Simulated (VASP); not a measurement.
C, 16 atoms in the cell. The typed cell holds 16 atoms: a = 4.175 Å, b = 4.175 Å, c = 6.818 Å, α = 90.00°, β = 90.00°, γ = 109.47°.  This cell differs from its parent crystal: atom 4 moved 0.06 Å.

* Program: VASP 6.6.1
* Task: single point
* Functional: LDA
* Potentials or basis: VASP PAW LDA potentials, release 64 (C)
* Cutoff: 520 eV
* k mesh: 6 × 6 × 4
* Occupations: gaussian, width 0.05 eV
* Spin: no spin polarisation
* Dipole correction: no
* Further INCAR settings: LREAL = Auto; ALGO = Normal; EDIFF = 1e-06; NBANDS = 46

Potentials or basis: VASP PAW LDA potentials, release 64 (C).

Launch:

```sh
$ cat potpaw_LDA.64/C/POTCAR > POTCAR
$ mpirun -np 1 vasp_std > vasp.out
```

Hardware: 1 thread of AMD EPYC 9R45 96-Core Processor (Zen 5), with other jobs on the host.

Q: Estimate the wall time of this run.

A: Run time: 4.5 min on 1 thread of AMD EPYC 9R45 96-Core Processor (Zen 5) (shared host), peak memory 0.31 GiB. Counts: scf iterations 13, k points 76.
